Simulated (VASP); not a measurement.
# GaAs (F-43m) in VASP: single point with PBEsol

Aim: the single point of GaAs with PBEsol.

Everything below comes from runs of VASP 6.6.1. Logs are shortened: lines on timing, memory, paths and dates and some standing lists are left out, and cuts for length are marked.

**1. The cell of the first run**

The structure is cubic, space group F-43m (No. 216). Conventional cell: a = 5.658 Å, b = 5.658 Å, c = 5.658 Å, α = 90.00°, β = 90.00°, γ = 90.00°. Ga (site symmetry -43m) has 4 As at 2.45 Å within 3.2 Å. As (site symmetry -43m) has 4 Ga at 2.45 Å within 3.2 Å.

**2. Single point, PBEsol**

INCAR

```
ALGO = Normal
EDIFF = 1E-6
ENCUT = 520
GGA = PS
ISIF = 2
ISMEAR = 0
LASPH = True
LCHARG = True
LELF = True
LREAL = Auto
LVHAR = True
LWAVE = False
NBANDS = 166
NELM = 80
PREC = Accurate
SIGMA = 0.02
```

KPOINTS

```
k-points
0
Gamma
  3 3 3
```

POSCAR

```
GaAs
1.0
   -5.6579527708     -5.6579527708      5.6579527708
    5.6579527708     -5.6579527708     -5.6579527708
    5.6579527708      5.6579527708      5.6579527708
Ga As
16 16
Direct
    0.2500000000      0.0000000000      0.7500000000
    0.0000000000      0.0000000000      0.0000000000
    0.5000000000      0.7500000000      0.7500000000
    0.2500000000      0.7500000000      0.0000000000
    0.0000000000      0.7500000000      0.2500000000
    0.7500000000      0.0000000000      0.2500000000
    0.5000000000      0.0000000000      0.5000000000
    0.0000000000      0.2500000000      0.7500000000
    0.7500000000      0.5000000000      0.7500000000
    0.5000000000      0.5000000000      0.0000000000
    0.2500000000      0.5000000000      0.2500000000
    0.0000000000      0.5000000000      0.5000000000
    0.7500000000      0.7500000000      0.5000000000
    0.7500000000      0.2500000000      0.0000000000
    0.5000000000      0.2500000000      0.2500000000
    0.2500000000      0.2500000000      0.5000000000
    0.2500000000      0.7500000000      0.7500000000
    0.0000000000      0.7500000000      0.0000000000
    0.5000000000      0.5000000000      0.7500000000
    0.2500000000      0.5000000000      0.0000000000
    0.0000000000      0.5000000000      0.2500000000
    0.7500000000      0.7500000000      0.2500000000
    0.5000000000      0.7500000000      0.5000000000
    0.0000000000      0.0000000000      0.7500000000
    0.7500000000      0.2500000000      0.7500000000
    0.5000000000      0.2500000000      0.0000000000
    0.2500000000      0.2500000000      0.2500000000
    0.0000000000      0.2500000000      0.5000000000
    0.7500000000      0.5000000000      0.5000000000
    0.7500000000      0.0000000000      0.0000000000
    0.5000000000      0.0000000000      0.2500000000
    0.2500000000      0.0000000000      0.5000000000
```

Potentials or basis: VASP PAW PBE potentials, release 64 (Ga_d, As).

The run is started by

```sh
$ cat potpaw_PBE.64/Ga_d/POTCAR potpaw_PBE.64/As/POTCAR > POTCAR
$ mpirun -np 1 vasp_std > vasp.out
```

OUTCAR:

```text
EDIFF = 1E-6
   ENCUT = 520
   GGA = PS
   ISIF = 2
   ISMEAR = 0
   LASPH = True
   LREAL = Auto
   NELM = 80
   PREC = Accurate

 ion  position               nearest neighbor table
   1  0.250  0.000  0.750-  17 2.45  24 2.45  26 2.45  32 2.45
   2  0.000  0.000  0.000-  18 2.45  24 2.45  27 2.45  30 2.45
   3  0.500  0.750  0.750-  17 2.45  19 2.45  23 2.45  30 2.45
   4  0.250  0.750  0.000-  17 2.45  18 2.45  20 2.45  31 2.45
   5  0.000  0.750  0.250-  18 2.45  21 2.45  22 2.45  32 2.45
   6  0.750  0.000  0.250-  22 2.45  28 2.45  30 2.45  31 2.45
[... 24 lines left out ...]
  31  0.500  0.000  0.250-   4 2.45   6 2.45   7 2.45  15 2.45
  32  0.250  0.000  0.500-   1 2.45   5 2.45   7 2.45  16 2.45

  LATTYP: Found a body centered cubic cell.
 ALAT       =    11.3159055416

  Lattice vectors:

 A1 = (  -5.6579527708,  -5.6579527708,   5.6579527708)
 A2 = (   5.6579527708,  -5.6579527708,  -5.6579527708)
 A3 = (   5.6579527708,   5.6579527708,   5.6579527708)

Analysis of symmetry for initial positions (statically):
=====================================================================
 Subroutine PRICEL returns following result:

  LATTYP: Found a face centered cubic cell.
 ALAT       =     5.6579527708

  Lattice vectors:

 A1 = (   2.8289763854,   0.0000000000,  -2.8289763854)
 A2 = (  -0.0000000000,   2.8289763854,  -2.8289763854)
 A3 = (   2.8289763854,   2.8289763854,   0.0000000000)

  16 primitive cells build up your supercell.

 Routine SETGRP: Setting up the symmetry group for a
 body centered cubic supercell.

 Subroutine GETGRP returns: Found 24 space group operations
 (whereof 24 operations were pure point group operations)
 out of a pool of 48 trial point group operations.

The static configuration has the point symmetry T_d .

Analysis of symmetry for dynamics (positions and initial velocities):
=====================================================================
 Subroutine PRICEL returns following result:

  LATTYP: Found a face centered cubic cell.
 ALAT       =     5.6579527708

  Lattice vectors:

 A1 = (   2.8289763854,   0.0000000000,  -2.8289763854)
 A2 = (  -0.0000000000,   2.8289763854,  -2.8289763854)
 A3 = (   2.8289763854,   2.8289763854,   0.0000000000)

  16 primitive cells build up your supercell.

 Routine SETGRP: Setting up the symmetry group for a
 body centered cubic supercell.

 Subroutine GETGRP returns: Found 24 space group operations
 (whereof 24 operations were pure point group operations)
 out of a pool of 48 trial point group operations.

The dynamic configuration has the point symmetry T_d .

 Subroutine INISYM returns: Found 24 space group operations
 (whereof 24 operations are pure point group operations),
 and found    16 'primitive' translations

----------------------------------------------------------------------------------------

                                     Primitive cell

  volume of cell :      45.2812

  direct lattice vectors                    reciprocal lattice vectors
     2.828976385  0.000000000 -2.828976385     0.176742373 -0.176742373 -0.176742373
    -0.000000000  2.828976385 -2.828976385    -0.176742373  0.176742373 -0.176742373
     2.828976385  2.828976385  0.000000000     0.176742373  0.176742373  0.176742373

  length of vectors
     4.000776772  4.000776772  4.000776772     0.306126770  0.306126770  0.306126770

  position of ions in fractional coordinates (direct lattice)
     0.000000000  0.000000000  1.000000000
     0.250000000  0.250000000  0.250000000

  ion indices of the primitive-cell ions
   primitive index   ion index
                 1           1
                 2          17

----------------------------------------------------------------------------------------

 KPOINTS: k-points

Automatic generation of k-mesh.
 Grid dimensions read from file:
 generate k-points for:    3    3    3

 Generating k-lattice:

  Cartesian coordinates                     Fractional coordinates (reciprocal lattice)
     0.000000000 -0.029457062  0.029457062     0.333333333  0.000000000  0.000000000
     0.029457062 -0.029457062  0.000000000     0.000000000  0.333333333  0.000000000
     0.029457062  0.000000000  0.029457062     0.000000000  0.000000000  0.333333333

  Length of vectors
     0.041658577  0.041658577  0.041658577

  Shift w.r.t. Gamma in fractional coordinates (k-lattice)
     0.000000000  0.000000000  0.000000000

 Subroutine IBZKPT returns following result:
 ===========================================

 Found      4 irreducible k-points:

 Following reciprocal coordinates:
            Coordinates               Weight
  0.000000  0.000000  0.000000      1.000000
  0.333333  0.000000  0.000000     12.000000
  0.333333  0.333333  0.000000      8.000000
 -0.333333  0.333333  0.333333      6.000000
   k-points           NKPTS =      4   k-points in BZ     NKDIM =      4   number of bands    NBANDS=    166
   number of dos      NEDOS =    301   number of ions     NIONS =     32
   total plane-waves  NPLWV = 512000
   dimension x,y,z NGX =    80 NGY =   80 NGZ =   80
   dimension x,y,z NGXF=   160 NGYF=  160 NGZF=  160
   ions per type =              16  16
   NGX,Y,Z   is equivalent  to a cutoff of  13.57, 13.57, 13.57 a.u.
   NGXF,Y,Z  is equivalent  to a cutoff of  27.14, 27.14, 27.14 a.u.
 SYSTEM =  unknown system
   PREC   = accura    normal or accurate (medium, high low for compatibility)
   ISTART =      0    job   : 0-new  1-cont  2-samecut
   ICHARG =      2    charge: 1-file 2-atom 10-const
   ISPIN  =      1    spin polarized calculation?
   LNONCOLLINEAR =      F non collinear calculations
   LSORBIT =      F    spin-orbit coupling
   LASPH  =      T    aspherical Exc in radial PAW
   ENCUT  =  520.0 eV  38.22 Ry    6.18 a.u.  18.22 18.22 18.22*2*pi/ulx,y,z
   NELM   =     80;   NELMIN=  2; NELMDL= -5     # of ELM steps
   EDIFF  = 0.1E-05   stopping-criterion for ELM
   LREAL  =      T    real-space projection
   EDIFFG = 0.1E-04   stopping-criterion for IOM
   NSW    =      0    number of steps for IOM
   IBRION =     -1    ionic relax: 0-MD 1-quasi-New 2-CG
   NFREE  =      0    steps in history (QN), initial steepest desc. (CG)
   ISIF   =      2    stress and relaxation
   ISYM   =      2    0-nonsym 1-usesym 2-fastsym
   POTIM  = 0.5000    time-step for ionic-motion
   TEBEG  =    0.0;   TEEND  =   0.0 temperature during run
   PSTRESS=    0.0 pullay stress
   NELECT =     288.0000    total number of electrons
   NUPDOWN=      -1.0000    fix difference up-down
   EMIN   =  10.00;   EMAX   =-10.00  energy-range for DOS
   EFERMI =   0.00;   METHOD = LEGACY
   ISMEAR =     0;   SIGMA  =   0.02  broadening in eV -4-tet -1-fermi 0-gaus
   EFERMI_NEDOS =   21; number of points for ismear=-14 and -15
   IALGO  =     38    algorithm
   IMIX   =      4    mixing-type and parameters
     AMIX     =   0.40;   BMIX     =  1.00
     AMIX_MAG =   1.60;   BMIX_MAG =  1.00
  volume/ion in A,a.u.               =      22.64       152.79
  Fermi-wavevector in a.u.,A,eV,Ry     =   1.203722  2.274706 19.714129  1.448948
  Thomas-Fermi vector in A             =   2.339468
   LORBIT       =      0    0 simple, 1 ext, 2 COOP (PROOUT), +10 PAW based schemes
   GGA     = PS    functional components
   LHFCALC =     F    Hartree Fock is set to
   AEXX    =    0.0000 exact exchange contribution
   IVDW    =     0    specifies the selected vdW correction
   LEPSILON=     F    determine dielectric tensor
   LRPA    =     F    only Hartree local field effects (RPA)
 non-spin polarized calculation
 Gauss-broadening in eV      SIGMA  =   0.02
  energy-cutoff  :      520.00
  volume of cell :      724.50
 maximum number of plane-waves:     19527
 NGX is ok and might be reduce to    80
   NGX = 37   NGY = 37   NGZ = 37

 number of electron     287.9999873 magnetization

 Free energy of the ion-electron system (eV)
  ---------------------------------------------------
  ext. energy  EPLUGINS =         0.00000000
  ---------------------------------------------------
  free energy    TOTEN  =      -145.47078049 eV

  energy without entropy =     -145.47078049  energy(sigma->0) =     -145.47078049

 E-fermi :   3.8801     XC(G=0):  -9.7631

 val. band max:        3.7820147497   @ k =   0.0000   0.0000   0.0000
 cond. band min:       4.2212701067   @ k =   0.0000   0.0000   0.0000
 fundamental gap:      0.4392553570
 Fermi energy:         3.8800917171

 k-point     1 :       0.0000    0.0000    0.0000
  band No.  band energies     occupation
      1     -11.0992      2.00000
      2     -11.0992      2.00000
      3     -11.0992      2.00000
      4     -11.0643      2.00000
      5     -11.0643      2.00000
      6     -11.0643      2.00000
[... 148 lines left out ...]
    155       6.4496      0.00000
    156       6.4496      0.00000

 k-point     2 :       0.3333    0.0000    0.0000
  band No.  band energies     occupation
      1     -11.0935      2.00000
      2     -11.0908      2.00000
      3     -11.0908      2.00000
      4     -11.0812      2.00000
      5     -11.0742      2.00000
      6     -11.0742      2.00000
[... 148 lines left out ...]
    155       6.2252      0.00000
    156       6.3170      0.00000

 k-point     3 :       0.3333    0.3333    0.0000
  band No.  band energies     occupation
      1     -11.0836      2.00000
      2     -11.0836      2.00000
      3     -11.0836      2.00000
      4     -11.0836      2.00000
      5     -11.0836      2.00000
      6     -11.0836      2.00000
[... 148 lines left out ...]
    155       6.2374      0.00000
    156       6.2374      0.00000

 k-point     4 :      -0.3333    0.3333    0.3333
  band No.  band energies     occupation
      1     -11.0898      2.00000
      2     -11.0898      2.00000
      3     -11.0833      2.00000
      4     -11.0833      2.00000
      5     -11.0833      2.00000
      6     -11.0833      2.00000
[... 148 lines left out ...]
    155       6.3372      0.00000
    156       6.8245      0.00000
 [bands above 156 left out]

------------------------ aborting loop because EDIFF is reached ----------------------------------------

  FORCE on cell =-STRESS in cart. coord.  units (eV):
  Direction    XX          YY          ZZ          XY          YZ          ZX
  --------------------------------------------------------------------------------------
  -------------------------------------------------------------------------------------
  Total        0.7176799      0.7176799      0.7176799      0.0000000      0.0000000      0.0000000
  in kB        1.5870967      1.5870967      1.5870967      0.0000000      0.0000000      0.0000000
  external PRESSURE =       1.5870967 kB  Pullay stress =       0.0000000 kB

 VOLUME and BASIS-vectors are now :
 -----------------------------------------------------------------------------
  energy-cutoff  :      520.00
  volume of cell :      724.50
      direct lattice vectors                 reciprocal lattice vectors
    -5.657952771 -5.657952771  5.657952771     0.000000000 -0.088371187  0.088371187
     5.657952771 -5.657952771 -5.657952771     0.088371187 -0.088371187  0.000000000
     5.657952771  5.657952771  5.657952771     0.088371187  0.000000000  0.088371187

 POSITION                                       TOTAL-FORCE (eV/Angst)
 -----------------------------------------------------------------------------------
      2.82898      2.82898      5.65795         0.000000      0.000000     -0.000000
      0.00000      0.00000      0.00000        -0.000000      0.000000     -0.000000
      5.65795     -2.82898      2.82898        -0.000000     -0.000000     -0.000000
      2.82898     -5.65795     -2.82898        -0.000000      0.000000     -0.000000
      5.65795     -2.82898     -2.82898         0.000000      0.000000      0.000000
     -2.82898     -2.82898      5.65795        -0.000000      0.000000      0.000000
[... 24 lines left out ...]
     -1.41449     -1.41449      4.24346         0.000000     -0.000000      0.000000
      1.41449      1.41449      4.24346         0.000000     -0.000000      0.000000
 -----------------------------------------------------------------------------------
    total drift:                                0.000001      0.000002      0.000001

  FREE ENERGIE OF THE ION-ELECTRON SYSTEM (eV)
  ---------------------------------------------------
  free  energy   TOTEN  =      -145.4707804853 eV

  energy  without entropy=     -145.4707804853  energy(sigma->0) =     -145.47078049
```

It took 41 min on 1 thread of Intel Xeon 8259CL, shared host; peak memory 1.1 GiB.

What came out:

| Property | Result |
| --- | --- |
| Free energy | -145.4708 eV |
| Pressure | 0.2 GPa |
| Band gap on the k mesh | 0.44 eV |

Levels at points of the mesh, in eV from the valence-band top:
| k point | band 140 | band 141 | band 142 | band 143 | band 144 | band 145 | band 146 | band 147 | band 148 | band 149 |
| --- | --- | --- | --- | --- | --- | --- | --- | --- | --- | --- |
| (0.00, 0.00, 0.00) | -1.23 | -1.23 | 0.00 | 0.00 | 0.00 | 0.44 | 1.36 | 1.36 | 1.36 | 1.57 |

Caveat: semilocal functionals underestimate gaps, and a narrow one can read as zero; the PAW data sets were made with another functional, which shifts forces and pressure a little.
